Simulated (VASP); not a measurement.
# SrCl2 in VASP: single point with r2SCAN+rVV10

Aim: the single point of SrCl2 with r2SCAN+rVV10.

Program: VASP 6.6.1. These are calculated values, not measurements. Logs are shortened: lines on timing, memory, paths and dates and some standing lists are left out, and cuts for length are marked.

## (1) The cell of the first run

The typed cell holds 6 atoms: a = 5.945 Å, b = 5.945 Å, c = 5.945 Å, α = 112.46°, β = 112.45°, γ = 103.65°.

## (2) Single point, r2SCAN+rVV10

Contents of POSCAR:

```
SrCl2
1.0
   -3.3045003506      3.3045862952      3.6739271624
    3.3045003506     -3.3045862952      3.6739271624
    3.3045003506      3.3045862952     -3.6739271624
Sr Cl
2 4
Direct
    0.7500000000      0.7500000000      0.0000000000
    0.2500000000      0.2500000000      0.0000000000
    0.8073514151      0.6926649052      0.5000163203
    0.1926485849      0.3073350948      0.4999836797
    0.6926485849      0.1926649052      0.8853134901
    0.3073514151      0.8073350948      0.1146865099
```

Contents of INCAR.step1:

```
PREC = Accurate
ENCUT = 520
ISMEAR = -1
SIGMA = 0.03
LREAL = F
LASPH = T
NELM = 100
NBANDS = 33
GGA = PE
ALGO = Normal
EDIFF = 1E-4
LWAVE = T
LCHARG = F
```

Contents of INCAR.step2:

```
PREC = Accurate
ENCUT = 520
EDIFF = 1E-6
ISMEAR = -1
SIGMA = 0.03
LREAL = F
LASPH = T
NELM = 100
ALGO = Normal
ISIF = 2
LWAVE = F
LCHARG = F
METAGGA = R2SCAN
LMIXTAU = T
LUSE_VDW = T
IVDW_NL = 2
BPARAM = 11.95
CPARAM = 0.0093
NBANDS = 33
ISTART = 1
```

Contents of KPOINTS:

```
regular mesh
0
Gamma
  6 6 6
```

Potentials or basis: VASP PAW PBE potentials, release 64 (Sr_sv, Cl).

Run with:

```bash
cat potpaw_PBE.64/Sr_sv/POTCAR potpaw_PBE.64/Cl/POTCAR > POTCAR
cp INCAR.step1 INCAR
mpirun -np 1 vasp_std > vasp.out
cp INCAR.step2 INCAR
mpirun -np 1 vasp_std > vasp.out
```

OUTCAR:

```text
PREC = Accurate
   ENCUT = 520
   EDIFF = 1E-6
   ISMEAR = -1
   LREAL = F
   LASPH = T
   NELM = 100
   ISIF = 2
   METAGGA = R2SCAN
   IVDW_NL = 2
   BPARAM = 11.95
   ISTART = 1

 ion  position               nearest neighbor table
   1  0.750  0.750  0.000-   6 3.02   3 3.02   4 3.02   5 3.02   5 3.02   3 3.02   4 3.02   6 3.02
                             2 3.67   2 3.67   2 4.67   2 4.67   2 4.67   2 4.67
   2  0.250  0.250  0.000-   5 3.02   4 3.02   3 3.02   6 3.02   6 3.02   4 3.02   3 3.02   5 3.02
                             1 3.67   1 3.67   1 4.67   1 4.67   1 4.67   1 4.67
   3  0.807  0.693  0.500-   2 3.02   1 3.02   1 3.02   2 3.02
   4  0.193  0.307  0.500-   2 3.02   1 3.02   1 3.02   2 3.02
   5  0.693  0.193  0.885-   2 3.02   1 3.02   1 3.02   2 3.02
   6  0.307  0.807  0.115-   1 3.02   2 3.02   2 3.02   1 3.02

  LATTYP: Found a body centered orthorhombic cell.
 ALAT       =     6.6090007012
 B/A-ratio  =     1.0000260083
 C/A-ratio  =     1.1117950590

  Lattice vectors:

 A1 = (  -3.3045003506,   3.3045862952,   3.6739271624)
 A2 = (   3.3045003506,  -3.3045862952,   3.6739271624)
 A3 = (   3.3045003506,   3.3045862952,  -3.6739271624)

Analysis of symmetry for initial positions (statically):
=====================================================================
 Subroutine PRICEL returns:
 Original cell was already a primitive cell.

 Routine SETGRP: Setting up the symmetry group for a
 body centered orthorhombic supercell.

 Subroutine GETGRP returns: Found  8 space group operations
 (whereof  4 operations were pure point group operations)
 out of a pool of  8 trial point group operations.

The static configuration has the point symmetry C_2h.
 The point group associated with its full space group is D_2h.

Analysis of symmetry for dynamics (positions and initial velocities):
=====================================================================
 Subroutine PRICEL returns:
 Original cell was already a primitive cell.

 Routine SETGRP: Setting up the symmetry group for a
 body centered orthorhombic supercell.

 Subroutine GETGRP returns: Found  8 space group operations
 (whereof  4 operations were pure point group operations)
 out of a pool of  8 trial point group operations.

The dynamic configuration has the point symmetry C_2h.
 The point group associated with its full space group is D_2h.

 Subroutine INISYM returns: Found  8 space group operations
 (whereof  4 operations are pure point group operations),
 and found     1 'primitive' translations

----------------------------------------------------------------------------------------

                                     Primitive cell

  volume of cell :     160.4772

  direct lattice vectors                    reciprocal lattice vectors
    -3.304500351  3.304586295  3.673927162     0.000000000  0.151304870  0.136094152
     3.304500351 -3.304586295  3.673927162     0.151308805  0.000000000  0.136094152
     3.304500351  3.304586295 -3.673927162     0.151308805  0.151304870  0.000000000

  length of vectors
     5.944556665  5.944556665  5.944556665     0.203506221  0.203509146  0.213980182

  position of ions in fractional coordinates (direct lattice)
     0.750000000  0.750000000  0.000000000
     0.250000000  0.250000000  0.000000000
     0.807351415  0.692664905  0.500016320
     0.192648585  0.307335095  0.499983680
     0.692648585  0.192664905  0.885313490
     0.307351415  0.807335095  0.114686510

  ion indices of the primitive-cell ions
   primitive index   ion index
                 1           1
                 2           2
                 3           3
                 4           4
                 5           5
                 6           6

----------------------------------------------------------------------------------------

 KPOINTS: regular mesh

Automatic generation of k-mesh.
 Grid dimensions read from file:
 generate k-points for:    6    6    6

 Generating k-lattice:

  Cartesian coordinates                     Fractional coordinates (reciprocal lattice)
     0.000000000  0.025217478  0.022682359     0.166666667 -0.000000000  0.000000000
     0.025218134  0.000000000  0.022682359     0.000000000  0.166666667  0.000000000
     0.025218134  0.025217478  0.000000000     0.000000000 -0.000000000  0.166666667

  Length of vectors
     0.033917703  0.033918191  0.035663364

  Shift w.r.t. Gamma in fractional coordinates (k-lattice)
     0.000000000  0.000000000  0.000000000

 Subroutine IBZKPT returns following result:
 ===========================================

 Found     46 irreducible k-points:

 Following reciprocal coordinates:
            Coordinates               Weight
  0.000000  0.000000  0.000000      1.000000
  0.166667 -0.000000  0.000000      4.000000
  0.333333 -0.000000  0.000000      4.000000
  0.500000 -0.000000  0.000000      2.000000
  0.000000  0.166667  0.000000      4.000000
  0.166667  0.166667  0.000000      8.000000
[... 16 lines left out ...]
 -0.166667  0.166667  0.166667      2.000000
  0.166667  0.333333  0.166667      4.000000
 [... further k-points ...]
   k-points           NKPTS =     46   k-points in BZ     NKDIM =     46   number of bands    NBANDS=     33
   number of dos      NEDOS =    301   number of ions     NIONS =      6
   total plane-waves  NPLWV = 110592
   dimension x,y,z NGX =    48 NGY =   48 NGZ =   48
   dimension x,y,z NGXF=    96 NGYF=   96 NGZF=   96
   ions per type =               2   4
   NGX,Y,Z   is equivalent  to a cutoff of  13.42, 13.42, 13.42 a.u.
   NGXF,Y,Z  is equivalent  to a cutoff of  26.85, 26.85, 26.85 a.u.
 SYSTEM =  unknown system
   PREC   = accura    normal or accurate (medium, high low for compatibility)
   ISTART =      1    job   : 0-new  1-cont  2-samecut
   ICHARG =      0    charge: 1-file 2-atom 10-const
   ISPIN  =      1    spin polarized calculation?
   LNONCOLLINEAR =      F non collinear calculations
   LSORBIT =      F    spin-orbit coupling
   LASPH  =      T    aspherical Exc in radial PAW
   ENCUT  =  520.0 eV  38.22 Ry    6.18 a.u.  11.05 11.05 11.05*2*pi/ulx,y,z
   NELM   =    100;   NELMIN=  2; NELMDL=  0     # of ELM steps
   EDIFF  = 0.1E-05   stopping-criterion for ELM
   LREAL  =      F    real-space projection
   EDIFFG = 0.1E-04   stopping-criterion for IOM
   NSW    =      0    number of steps for IOM
   IBRION =     -1    ionic relax: 0-MD 1-quasi-New 2-CG
   NFREE  =      0    steps in history (QN), initial steepest desc. (CG)
   ISIF   =      2    stress and relaxation
   ISYM   =      2    0-nonsym 1-usesym 2-fastsym
   POTIM  = 0.5000    time-step for ionic-motion
   TEBEG  =    0.0;   TEEND  =   0.0 temperature during run
   PSTRESS=    0.0 pullay stress
   NELECT =      48.0000    total number of electrons
   NUPDOWN=      -1.0000    fix difference up-down
   EMIN   =  10.00;   EMAX   =-10.00  energy-range for DOS
   EFERMI =   0.00;   METHOD = LEGACY
   ISMEAR =    -1;   SIGMA  =   0.03  broadening in eV -4-tet -1-fermi 0-gaus
   EFERMI_NEDOS =   21; number of points for ismear=-14 and -15
   IALGO  =     38    algorithm
   IMIX   =      4    mixing-type and parameters
     AMIX     =   0.40;   BMIX     =  1.00
     AMIX_MAG =   1.60;   BMIX_MAG =  1.00
  volume/ion in A,a.u.               =      26.75       180.49
  Fermi-wavevector in a.u.,A,eV,Ry     =   1.094840  2.068948 16.308967  1.198675
  Thomas-Fermi vector in A             =   2.231153
   LORBIT       =      0    0 simple, 1 ext, 2 COOP (PROOUT), +10 PAW based schemes
   METAGGA = R2SCAN    functional components
   LHFCALC =     F    Hartree Fock is set to
   AEXX    =    0.0000 exact exchange contribution
   IVDW_NL    =     2    kernel type
   BPARAM     =11.9500
   IVDW    =     0    specifies the selected vdW correction
   LEPSILON=     F    determine dielectric tensor
   LRPA    =     F    only Hartree local field effects (RPA)
 non-spin polarized calculation
  energy-cutoff  :      520.00
  volume of cell :      160.48
 maximum number of plane-waves:      4358
 NGX is ok and might be reduce to    48
   NGX = 23   NGY = 23   NGZ = 23

 number of electron      48.0000002 magnetization

 Free energy of the ion-electron system (eV)
  ---------------------------------------------------
  ext. energy  EPLUGINS =         0.00000000
  ---------------------------------------------------
  free energy    TOTEN  =       -69.20685183 eV

  energy without entropy =      -69.20685183  energy(sigma->0) =      -69.20685183

 E-fermi :   1.0980     XC(G=0):  -9.1640

 val. band max:        0.3607239957   @ k =   0.0000   0.0000   0.0000
 cond. band min:       4.5022750486   @ k =   0.0000   0.0000   0.0000
 fundamental gap:      4.1415510529
 Fermi energy:         1.0980300498

 k-point     1 :       0.0000    0.0000    0.0000
  band No.  band energies     occupation
      1     -34.1136      2.00000
      2     -34.0752      2.00000
      3     -15.8381      2.00000
      4     -15.4988      2.00000
      5     -15.4988      2.00000
      6     -15.4652      2.00000
[... 25 lines left out ...]
     32       7.9089      0.00000
     33       7.9091      0.00000

 k-point     2 :       0.1667   -0.0000    0.0000
  band No.  band energies     occupation
      1     -34.1110      2.00000
      2     -34.0777      2.00000
      3     -15.8287      2.00000
      4     -15.5284      2.00000
      5     -15.5151      2.00000
      6     -15.4822      2.00000
[... 25 lines left out ...]
     32       7.9498      0.00000
     33       8.0789      0.00000
[... 754 lines left out ...]
     32       8.1024      0.00000
     33       8.6030      0.00000

 k-point    24 :       0.1667    0.3333    0.1667
  band No.  band energies     occupation
      1     -34.0941      2.00000
      2     -34.0941      2.00000
      3     -15.7124      2.00000
      4     -15.7124      2.00000
      5     -15.6267      2.00000
      6     -15.6267      2.00000
[... 25 lines left out ...]
     32       8.4148      0.00000
     33       8.6767      0.00000

 [... further k-points ...]

------------------------ aborting loop because EDIFF is reached ----------------------------------------

  FORCE on cell =-STRESS in cart. coord.  units (eV):
  Direction    XX          YY          ZZ          XY          YZ          ZX
  --------------------------------------------------------------------------------------
  -------------------------------------------------------------------------------------
  Total        0.0904983      0.0896766      0.1324441      0.0000000      0.0000000      0.0000000
  in kB        0.9035191      0.8953160      1.3222994      0.0000000      0.0000000      0.0000000
  external PRESSURE =       1.0403782 kB  Pullay stress =       0.0000000 kB

 VOLUME and BASIS-vectors are now :
 -----------------------------------------------------------------------------
  energy-cutoff  :      520.00
  volume of cell :      160.48
      direct lattice vectors                 reciprocal lattice vectors
    -3.304500351  3.304586295  3.673927162     0.000000000  0.151304870  0.136094152
     3.304500351 -3.304586295  3.673927162     0.151308805  0.000000000  0.136094152
     3.304500351  3.304586295 -3.673927162     0.151308805  0.151304870  0.000000000

 POSITION                                       TOTAL-FORCE (eV/Angst)
 -----------------------------------------------------------------------------------
      0.00000      0.00000      5.51089        -0.000000      0.000000      0.000000
      0.00000      0.00000      1.83696        -0.000000      0.000000      0.000000
      1.27332      2.03134      3.67393        -0.006290      0.006141      0.000000
      2.03118      1.27325      0.00000         0.006290     -0.006141     -0.000000
      1.27332      4.57783     -0.00000        -0.006290     -0.006141      0.000000
      2.03118     -1.27325      3.67393         0.006290      0.006141     -0.000000
 -----------------------------------------------------------------------------------
    total drift:                               -0.000000     -0.000000      0.000000

  FREE ENERGIE OF THE ION-ELECTRON SYSTEM (eV)
  ---------------------------------------------------
  free  energy   TOTEN  =       -69.2068518262 eV

  energy  without entropy=      -69.2068518261  energy(sigma->0) =      -69.20685183
```

Wall time 15 min (1 thread of Intel Xeon Platinum 8488C (Sapphire Rapids), shared host); peak memory 0.82 GiB.

Results:

* Free energy: -69.2069 eV
* Pressure: 0.1 GPa
* Largest force: 0.009 eV/Å
* Band gap on the k mesh: 4.14 eV

Forces on the atoms (eV/Å):
```
Sr   0.000  0.000  0.000
Sr   0.000  0.000  0.000
Cl  -0.006  0.006  0.000
Cl   0.006 -0.006  0.000
Cl  -0.006 -0.006  0.000
Cl   0.006  0.006  0.000
```

Caveat: the PAW data sets were made with another functional, which shifts forces and pressure a little.
